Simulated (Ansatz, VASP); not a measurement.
Mo in VASP and in Ansatz

The input INCAR:

```
PREC = Accurate
ENCUT = 520
EDIFF = 1E-6
ISMEAR = 0
SIGMA = 0.15
LREAL = False
LASPH = True
NELM = 80
ALGO = Fast
ISIF = 2
LWAVE = False
LCHARG = False
GGA = PE
NBANDS = 13
```

File KPOINTS:

```
regular mesh
0
Gamma
  20 20 20
```

The input POSCAR:

```
Mo
1.0
    0.0000000000      1.8538000000      2.0956000000
    1.8538000000      0.0000000000      2.0956000000
    1.8538000000      1.8538000000      0.0000000000
Mo
1
Direct
    0.0000000000      0.0000000000      0.0000000000
```

Input for Ansatz:

```yaml
crystal:
  lattice:
    - [0.0, 1.8538, 2.0956]
    - [1.8538, 0.0, 2.0956]
    - [1.8538, 1.8538, 0.0]
  atoms:
    - { symbol: Mo, position: [0.0, 0.0, 0.0] }
basis:
  ecutwfc: 420
kpoints:
  mp_grid: { grid: [20, 20, 20] }
hamiltonian:
  xc: pbe
scf:
  occupations: { method: gaussian, width: 0.15 }
output:
  forces: true
  stress: true
  eigenvalues: true
```

Change from the starting cell: strain -0.080 along x and y, +0.040 along z, atoms carried along.

Alike in both runs: task single point; functional PBE; k mesh 20 × 20 × 20; occupations gaussian, width 0.15 eV; no spin polarisation.

|  | VASP | Ansatz |
| --- | --- | --- |
| version | VASP 6.6.1 | Ansatz 0.2.0 |
| potentials or method | VASP PAW PBE potentials, release 64 (Mo_sv), cutoff 520 eV | scalar-relativistic, plane waves, PAW |
| valence electrons in the cell | 14 | 14 |

Ansatz gave:

* gap on the k mesh at the Fermi level (eV): none
* pressure (GPa): 32.8
* traceless stress, the component that is largest in VASP (GPa): 5.40

**Question.** Which values does VASP return?

**Answer.** gap on the k mesh at the Fermi level (eV): none; pressure (GPa): 33.6; traceless stress, the component that is largest in VASP (GPa): 5.34.

A gap of «none» marks a metal or a gap that the smearing closes. Both programs put the cell under a high pressure, so it lies far from rest at this level.
